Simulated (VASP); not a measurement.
# Cr (Pm-3m) in VASP: further runs

Runs on Cr. Level: PBEsol. Tasks: single point.

Everything below comes from runs of VASP 6.6.1. Logs are shortened: lines on timing, memory, paths and dates and some standing lists are left out, and cuts for length are marked.

## 1. The cell of the first run

Symmetry: Pm-3m, No. 221, cubic system. The conventional cell has a = 2.308 Å, b = 2.308 Å, c = 2.308 Å, α = 90.00°, β = 90.00°, γ = 90.00°. Cr (site symmetry m-3m) has 6 Cr at 2.31 Å within 3.1 Å.

## 2. Single point, PBEsol, collinear spin, antiferromagnetic start

INCAR reads:

```
SYSTEM = Cr
  PREC = Accurate
  ENCUT = 520
  EDIFF = 1E-6
  ISMEAR = -1
  SIGMA = 0.05
  LREAL = .FALSE.
  LASPH = .TRUE.
  NELM = 150
  ALGO = Normal
  ISIF = 2
  LWAVE = .FALSE.
  LCHARG = .TRUE.
  ISPIN = 2
  MAGMOM = 1.5 -1.5
  LORBIT = 11
  LMAXMIX = 4
  GGA = PS
  LELF = .TRUE.
  LVHAR = .TRUE.
  NBANDS = 23
```

KPOINTS reads:

```
regular mesh
0
G
  12 12 12
  0 0 0
```

POSCAR reads:

```
Cr
1.0
    0.0000000000      2.3082438136      2.3082438136
    2.3082438136      0.0000000000      2.3082438136
    2.3082438136      2.3082438136      0.0000000000
Cr
2
Direct
    0.0000000000      0.0000000000      0.0000000000
    0.5000000000      0.5000000000      0.5000000000
```

Potentials or basis: VASP PAW PBE potentials, release 64 (Cr_pv).

The run is started by

```console
> cat potpaw_PBE.64/Cr_pv/POTCAR > POTCAR
> mpirun -np 1 vasp_std > vasp.out
```

OUTCAR:

```text
SYSTEM = Cr
   PREC = Accurate
   ENCUT = 520
   EDIFF = 1E-6
   ISMEAR = -1
   LREAL = .FALSE.
   LASPH = .TRUE.
   NELM = 150
   ISIF = 2
   ISPIN = 2
   LORBIT = 11
   GGA = PS

 ion  position               nearest neighbor table
   1  0.000  0.000  0.000-   2 2.31   2 2.31   2 2.31   2 2.31   2 2.31   2 2.31
   2  0.500  0.500  0.500-   1 2.31   1 2.31   1 2.31   1 2.31   1 2.31   1 2.31

  LATTYP: Found a face centered cubic cell.
 ALAT       =     4.6164876272

  Lattice vectors:

 A1 = (   0.0000000000,   2.3082438136,   2.3082438136)
 A2 = (   2.3082438136,   0.0000000000,   2.3082438136)
 A3 = (   2.3082438136,   2.3082438136,   0.0000000000)

Analysis of symmetry for initial positions (statically):
=====================================================================
 Subroutine PRICEL returns following result:

  LATTYP: Found a simple cubic cell.
 ALAT       =     2.3082438136

  Lattice vectors:

 A1 = (  -2.3082438136,   0.0000000000,   0.0000000000)
 A2 = (   0.0000000000,   0.0000000000,   2.3082438136)
 A3 = (   0.0000000000,   2.3082438136,   0.0000000000)

   2 primitive cells build up your supercell.

 Routine SETGRP: Setting up the symmetry group for a
 face centered cubic supercell.

 Subroutine GETGRP returns: Found 48 space group operations
 (whereof 48 operations were pure point group operations)
 out of a pool of 48 trial point group operations.

The static configuration has the point symmetry O_h .

Analysis of symmetry for dynamics (positions and initial velocities):
=====================================================================
 Subroutine PRICEL returns following result:

  LATTYP: Found a simple cubic cell.
 ALAT       =     2.3082438136

  Lattice vectors:

 A1 = (  -2.3082438136,   0.0000000000,   0.0000000000)
 A2 = (   0.0000000000,   0.0000000000,   2.3082438136)
 A3 = (   0.0000000000,   2.3082438136,   0.0000000000)

   2 primitive cells build up your supercell.

 Routine SETGRP: Setting up the symmetry group for a
 face centered cubic supercell.

 Subroutine GETGRP returns: Found 48 space group operations
 (whereof 48 operations were pure point group operations)
 out of a pool of 48 trial point group operations.

The dynamic configuration has the point symmetry O_h .

Analysis of structural, dynamic, and magnetic symmetry:
=====================================================================
 Subroutine PRICEL returns following result:

  LATTYP: Found a simple cubic cell.
 ALAT       =     2.3082438136

  Lattice vectors:

 A1 = (  -2.3082438136,   0.0000000000,   0.0000000000)
 A2 = (   0.0000000000,   0.0000000000,   2.3082438136)
 A3 = (   0.0000000000,   2.3082438136,   0.0000000000)

   2 primitive cells build up your supercell.

 Routine SETGRP: Setting up the symmetry group for a
 face centered cubic supercell.

 Subroutine GETGRP returns: Found 48 space group operations
 (whereof 48 operations were pure point group operations)
 out of a pool of 48 trial point group operations.

The overall configuration has the point symmetry O_h .

 Subroutine INISYM returns: Found 48 space group operations
 (whereof 48 operations are pure point group operations),
 and found     2 'primitive' translations

----------------------------------------------------------------------------------------

                                     Primitive cell

  volume of cell :      12.2983

  direct lattice vectors                    reciprocal lattice vectors
    -2.308243814  0.000000000  0.000000000    -0.433229798  0.000000000  0.000000000
     0.000000000  0.000000000  2.308243814     0.000000000  0.000000000  0.433229798
     0.000000000  2.308243814  0.000000000     0.000000000  0.433229798  0.000000000

  length of vectors
     2.308243814  2.308243814  2.308243814     0.433229798  0.433229798  0.433229798

  position of ions in fractional coordinates (direct lattice)
     0.000000000  0.000000000  0.000000000

  ion indices of the primitive-cell ions
   primitive index   ion index
                 1           1

----------------------------------------------------------------------------------------

 KPOINTS: regular mesh

Automatic generation of k-mesh.
 Grid dimensions read from file:
 generate k-points for:   12   12   12

 Generating k-lattice:

  Cartesian coordinates                     Fractional coordinates (reciprocal lattice)
    -0.018051242  0.018051242  0.018051242     0.083333333  0.000000000  0.000000000
     0.018051242 -0.018051242  0.018051242     0.000000000  0.083333333  0.000000000
     0.018051242  0.018051242 -0.018051242     0.000000000  0.000000000  0.083333333

  Length of vectors
     0.031265668  0.031265668  0.031265668

  Shift w.r.t. Gamma in fractional coordinates (k-lattice)
     0.000000000  0.000000000  0.000000000

 Subroutine IBZKPT returns following result:
 ===========================================

 Found     72 irreducible k-points:

 Following reciprocal coordinates:
            Coordinates               Weight
  0.000000  0.000000  0.000000      1.000000
  0.083333  0.000000  0.000000      8.000000
  0.166667  0.000000  0.000000      8.000000
  0.250000  0.000000  0.000000      8.000000
  0.333333  0.000000  0.000000      8.000000
  0.416667  0.000000  0.000000      8.000000
[... 16 lines left out ...]
  0.500000  0.166667  0.000000     24.000000
 -0.416667  0.166667  0.000000     24.000000
 [... further k-points ...]
   k-points           NKPTS =     72   k-points in BZ     NKDIM =     72   number of bands    NBANDS=     23
   number of dos      NEDOS =    301   number of ions     NIONS =      2
   total plane-waves  NPLWV =  13824
   dimension x,y,z NGX =    24 NGY =   24 NGZ =   24
   dimension x,y,z NGXF=    48 NGYF=   48 NGZF=   48
   ions per type =               2
   NGX,Y,Z   is equivalent  to a cutoff of  12.22, 12.22, 12.22 a.u.
   NGXF,Y,Z  is equivalent  to a cutoff of  24.45, 24.45, 24.45 a.u.
 SYSTEM =  Cr
   PREC   = accura    normal or accurate (medium, high low for compatibility)
   ISTART =      0    job   : 0-new  1-cont  2-samecut
   ICHARG =      2    charge: 1-file 2-atom 10-const
   ISPIN  =      2    spin polarized calculation?
   LNONCOLLINEAR =      F non collinear calculations
   LSORBIT =      F    spin-orbit coupling
   LASPH  =      T    aspherical Exc in radial PAW
   ENCUT  =  520.0 eV  38.22 Ry    6.18 a.u.   6.07  6.07  6.07*2*pi/ulx,y,z
   NELM   =    150;   NELMIN=  2; NELMDL= -5     # of ELM steps
   EDIFF  = 0.1E-05   stopping-criterion for ELM
   LREAL  =      F    real-space projection
   EDIFFG = 0.1E-04   stopping-criterion for IOM
   NSW    =      0    number of steps for IOM
   IBRION =     -1    ionic relax: 0-MD 1-quasi-New 2-CG
   NFREE  =      0    steps in history (QN), initial steepest desc. (CG)
   ISIF   =      2    stress and relaxation
   ISYM   =      2    0-nonsym 1-usesym 2-fastsym
   POTIM  = 0.5000    time-step for ionic-motion
   TEBEG  =    0.0;   TEEND  =   0.0 temperature during run
   PSTRESS=    0.0 pullay stress
   NELECT =      24.0000    total number of electrons
   NUPDOWN=      -1.0000    fix difference up-down
   EMIN   =  10.00;   EMAX   =-10.00  energy-range for DOS
   EFERMI =   0.00;   METHOD = LEGACY
   ISMEAR =    -1;   SIGMA  =   0.05  broadening in eV -4-tet -1-fermi 0-gaus
   EFERMI_NEDOS =   21; number of points for ismear=-14 and -15
   IALGO  =     38    algorithm
   IMIX   =      4    mixing-type and parameters
     AMIX     =   0.40;   BMIX     =  1.00
     AMIX_MAG =   1.60;   BMIX_MAG =  1.00
  volume/ion in A,a.u.               =      12.30        82.99
  Fermi-wavevector in a.u.,A,eV,Ry     =   1.623754  3.068450 35.872808  2.636577
  Thomas-Fermi vector in A             =   2.717152
   LORBIT       =     11    0 simple, 1 ext, 2 COOP (PROOUT), +10 PAW based schemes
   GGA     = PS    functional components
   LHFCALC =     F    Hartree Fock is set to
   AEXX    =    0.0000 exact exchange contribution
   IVDW    =     0    specifies the selected vdW correction
   LEPSILON=     F    determine dielectric tensor
   LRPA    =     F    only Hartree local field effects (RPA)
 spin polarized calculation
  energy-cutoff  :      520.00
  volume of cell :       24.60
 maximum number of plane-waves:       684
   NGX = 13   NGY = 13   NGZ = 13

 number of electron      23.9999998 magnetization      -0.0000000

 number of electron      23.9999998 magnetization       0.0000000

 Free energy of the ion-electron system (eV)
  ---------------------------------------------------
  ext. energy  EPLUGINS =         0.00000000
  ---------------------------------------------------
  free energy    TOTEN  =       -18.37450534 eV

  energy without entropy =      -18.34842786  energy(sigma->0) =      -18.36146660

 E-fermi :  10.0415     XC(G=0): -13.3434

 val. band max:       10.0388598620   @ k =  -0.4167   0.1667   0.0833
 cond. band min:      10.0452194242   @ k =   0.5000   0.3333   0.1667
 fundamental gap:      0.0063595622
 Fermi energy:        10.0414802334

 spin component 1

 k-point     1 :       0.0000    0.0000    0.0000
  band No.  band energies     occupation
      1     -33.1284      1.00000
      2     -33.1284      1.00000
      3     -33.1284      1.00000
      4     -32.2925      1.00000
      5     -32.2925      1.00000
      6     -32.2925      1.00000
[... 15 lines left out ...]
     22      24.6214      0.00000
     23      24.6214      0.00000

 k-point     2 :       0.0833    0.0000    0.0000
  band No.  band energies     occupation
      1     -33.1189      1.00000
      2     -33.1157      1.00000
      3     -33.1157      1.00000
      4     -32.3127      1.00000
      5     -32.3084      1.00000
      6     -32.3084      1.00000
[... 15 lines left out ...]
     22      24.6420      0.00000
     23      24.6420      0.00000
[... 544 lines left out ...]
     22      21.7091      0.00000
     23      24.6796      0.00000

 k-point    24 :      -0.4167    0.1667    0.0000
  band No.  band energies     occupation
      1     -33.1783      1.00000
      2     -32.9450      1.00000
      3     -32.9078      1.00000
      4     -32.5955      1.00000
      5     -32.5640      1.00000
      6     -32.3275      1.00000
[... 15 lines left out ...]
     22      22.3273      0.00000
     23      25.0334      0.00000

 [... further k-points ...]

 spin component 2

 k-point     1 :       0.0000    0.0000    0.0000
  band No.  band energies     occupation
      1     -33.1284      1.00000
      2     -33.1284      1.00000
      3     -33.1284      1.00000
      4     -32.2925      1.00000
      5     -32.2925      1.00000
      6     -32.2925      1.00000
[... 15 lines left out ...]
     22      24.6214      0.00000
     23      24.6214      0.00000

 k-point     2 :       0.0833    0.0000    0.0000
  band No.  band energies     occupation
      1     -33.1189      1.00000
      2     -33.1157      1.00000
      3     -33.1157      1.00000
      4     -32.3127      1.00000
      5     -32.3084      1.00000
      6     -32.3084      1.00000
[... 15 lines left out ...]
     22      24.6420      0.00000
     23      24.6420      0.00000
[... 544 lines left out ...]
     22      21.7091      0.00000
     23      24.6796      0.00000

 k-point    24 :      -0.4167    0.1667    0.0000
  band No.  band energies     occupation
      1     -33.1783      1.00000
      2     -32.9450      1.00000
      3     -32.9078      1.00000
      4     -32.5955      1.00000
      5     -32.5640      1.00000
      6     -32.3275      1.00000
[... 15 lines left out ...]
     22      22.3273      0.00000
     23      25.0334      0.00000

 [... further k-points ...]

------------------------ aborting loop because EDIFF is reached ----------------------------------------

  FORCE on cell =-STRESS in cart. coord.  units (eV):
  Direction    XX          YY          ZZ          XY          YZ          ZX
  --------------------------------------------------------------------------------------
  -------------------------------------------------------------------------------------
  Total       -0.0240059     -0.0240059     -0.0240059      0.0000000      0.0000000      0.0000000
  in kB       -1.5636981     -1.5636981     -1.5636981      0.0000000      0.0000000      0.0000000
  external PRESSURE =      -1.5636981 kB  Pullay stress =       0.0000000 kB

 VOLUME and BASIS-vectors are now :
 -----------------------------------------------------------------------------
  energy-cutoff  :      520.00
  volume of cell :       24.60
      direct lattice vectors                 reciprocal lattice vectors
     0.000000000  2.308243814  2.308243814    -0.216614899  0.216614899  0.216614899
     2.308243814  0.000000000  2.308243814     0.216614899 -0.216614899  0.216614899
     2.308243814  2.308243814  0.000000000     0.216614899  0.216614899 -0.216614899

 POSITION                                       TOTAL-FORCE (eV/Angst)
 -----------------------------------------------------------------------------------
      0.00000      0.00000      0.00000        -0.000000      0.000000      0.000000
      2.30824      2.30824      2.30824         0.000000     -0.000000     -0.000000
 -----------------------------------------------------------------------------------
    total drift:                                0.000000     -0.000000      0.000000

  FREE ENERGIE OF THE ION-ELECTRON SYSTEM (eV)
  ---------------------------------------------------
  free  energy   TOTEN  =       -18.3745053385 eV

  energy  without entropy=      -18.3484278597  energy(sigma->0) =      -18.36146660

 total charge

# of ion       s       p       d       tot
------------------------------------------
    1        0.445   6.319   4.395  11.158
    2        0.445   6.319   4.395  11.158
--------------------------------------------------
tot          0.889  12.637   8.789  22.316

 magnetization (x)

# of ion       s       p       d       tot
------------------------------------------
    1        0.000   0.000   0.001   0.001
    2       -0.000  -0.000  -0.001  -0.001
--------------------------------------------------
tot          0.000   0.000   0.000   0.000
```

It took 1.7 min on 1 thread of AMD EPYC 7R43 (Zen 3), shared host; peak memory 0.15 GiB.

Results:

```yaml
Free_energy: -18.3745 eV
Pressure: -0.2 GPa
Band_gap_on_the_k_mesh: zero (filled and empty bands overlap)
Net_moment: 0.00 μB per cell
Valence_electrons_inside_the_program's_atomic_spheres: Cr 11.16
```

Caveat: the starting moments collapsed, and a magnetic state may lie lower; the PAW data sets were made with another functional, which shifts forces and pressure a little.

## 3. Single point, PBEsol, collinear spin, antiferromagnetic start (volume scaled by 0.88)

INCAR reads:

```
SYSTEM = Cr
  ALGO = Normal
  EDIFF = 1E-7
  ENCUT = 520
  GGA = PS
  ISIF = 2
  ISMEAR = -1
  ISPIN = 2
  LASPH = .TRUE.
  LCHARG = .TRUE.
  LELF = .TRUE.
  LMAXMIX = 4
  LORBIT = 11
  LREAL = .FALSE.
  LVHAR = .TRUE.
  LWAVE = .FALSE.
  MAGMOM = 1.5 -1.5
  NBANDS = 23
  NELM = 150
  PREC = Accurate
  SIGMA = 0.05
```

KPOINTS reads:

```
k-points
0
G
  13 13 13
  0 0 0
```

POSCAR reads:

```
Cr
1.0
    0.0000000000      2.2119530487      2.2119530487
    2.2119530487      0.0000000000      2.2119530487
    2.2119530487      2.2119530487      0.0000000000
Cr
2
Direct
    0.0000000000      0.0000000000      0.0000000000
    0.5000000000      0.5000000000      0.5000000000
```

Potentials or basis: VASP PAW PBE potentials, release 64 (Cr_pv).

The run is started by

```console
> cat potpaw_PBE.64/Cr_pv/POTCAR > POTCAR
> mpirun -np 1 vasp_std > vasp.out
```

Run time: 94 s. Hardware: 1 thread of AMD EPYC 7R43 (Zen 3), shared host; peak memory 0.15 GiB.

Results (log left out):

```
Free energy                                           : -18.0938 eV
Pressure                                              : 34.5 GPa
Band gap on the k mesh                                : zero (filled and empty bands overlap)
Net moment                                            : 0.00 μB per cell
Valence electrons inside the program's atomic spheres : Cr 11.45
```

Levels at points of the mesh, in eV from the Fermi level:
Spin up:
| k point | band 10 | band 11 | band 12 | band 13 | band 14 | band 15 |
| --- | --- | --- | --- | --- | --- | --- |
| (0.00, 0.00, 0.00) | -3.78 | -3.78 | -3.78 | 3.07 | 3.07 | 3.07 |
Spin down:
```tsv
k point	band 9	band 10	band 11	band 12	band 13	band 14	band 15	band 16
(0.00, 0.00, 0.00)	-3.95	-3.78	-3.78	-3.78	3.07	3.07	3.07	4.87
```

Caveat: the starting moments collapsed, and a magnetic state may lie lower; the PAW data sets were made with another functional, which shifts forces and pressure a little.

## 4. Single point, PBEsol, collinear spin, antiferromagnetic start (volume scaled by 0.96)

INCAR reads:

```
PREC = Accurate ; ENCUT = 520
EDIFF = 1E-6 ; ISMEAR = -1
SIGMA = 0.05 ; LREAL = F
LASPH = T ; NELM = 150
ALGO = Normal ; ISIF = 2
LWAVE = F ; LCHARG = F
ISPIN = 2 ; MAGMOM = 1.5 -1.5
LORBIT = 11 ; LMAXMIX = 4
GGA = PS ; NBANDS = 23
```

KPOINTS reads:

```
regular mesh
0
Gamma
  13 13 13
```

POSCAR reads:

```
Cr
1.0
    0.0000000000      2.2770475054      2.2770475054
    2.2770475054      0.0000000000      2.2770475054
    2.2770475054      2.2770475054      0.0000000000
Cr
2
Direct
    0.0000000000      0.0000000000      0.0000000000
    0.5000000000      0.5000000000      0.5000000000
```

The run is started by

```console
> cat potpaw_PBE.64/Cr_pv/POTCAR > POTCAR
> mpirun -np 1 vasp_std > vasp.out
```

It took 87 s on 1 thread of AMD EPYC 7R43 (Zen 3), shared host; peak memory 0.15 GiB.

It converged, with:

| Item | Value |
| --- | --- |
| Free energy | -18.3505 eV |
| Pressure | 8.9 GPa |
| Band gap on the k mesh | zero (filled and empty bands overlap) |
| Net moment | 0.00 μB per cell |
| Valence electrons inside the program's atomic spheres | Cr 11.24 |

Levels at points of the mesh, in eV from the Fermi level:
Spin up:
| k point | band 8 | band 9 | band 10 | band 11 | band 12 | band 13 | band 14 | band 15 | band 16 | band 17 |
| --- | --- | --- | --- | --- | --- | --- | --- | --- | --- | --- |
| (0.00, 0.00, 0.00) | -3.52 | -3.52 | -3.32 | -3.32 | -3.32 | 2.74 | 2.74 | 2.74 | 4.34 | 4.34 |
Spin down:
```
           k point  band 8  band 9  band 10  band 11  band 12  band 13  band 14  band 15  band 16  band 17
(0.00, 0.00, 0.00)   -3.52   -3.52    -3.32    -3.32    -3.32     2.74     2.74     2.74     4.34     4.34
```

Caveat: the starting moments collapsed, and a magnetic state may lie lower; the PAW data sets were made with another functional, which shifts forces and pressure a little.
